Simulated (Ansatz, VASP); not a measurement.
One calculation of Ir, two programs

```
Ir
1.0
     2.97149    0.00000    0.00000
    -1.48574    2.57338    0.00000
     0.00000    0.00000    4.28380
Ir
2
Direct
  0.66667 0.33333 0.75000
  0.33333 0.66667 0.25000
```

Change from the starting cell: strain +0.080 along x and y, -0.040 along z, atoms carried along.

Alike in both runs: task single point; functional r2SCAN; k mesh 18 × 18 × 12; occupations gaussian, width 0.15 eV; no spin polarisation.

|  | VASP | Ansatz |
| --- | --- | --- |
| version | VASP 6.6.1 | Ansatz 0.2.0 |
| potentials or method | VASP PAW PBE potentials, release 64 (Ir), cutoff 520 eV | scalar-relativistic, plane waves, PAW |
| valence electrons in the cell | 18 | 34 |

VASP gave:

```
gap on the k mesh at the Fermi level (eV)                     : none
pressure (GPa)                                                : -30.6
traceless stress, the component that is largest in VASP (GPa) : 11.16
```

Task: What did Ansatz give for the same quantities?

Result: gap on the k mesh at the Fermi level (eV): none; pressure (GPa): -32.0; traceless stress, the component that is largest in VASP (GPa): 10.95.

VASP's potentials were made for PBE, not for r2SCAN. A gap of «none» marks a metal or a gap that the smearing closes. Both programs put the cell under strong tension, so it lies far from rest at this level. VASP's potentials hold 18 valence electrons a cell and Ansatz's 34, so a difference there can come from the potentials and not from the codes.

Neither program's run includes spin-orbit coupling. Noted on VASP's run: the cell as given lies far from equilibrium.
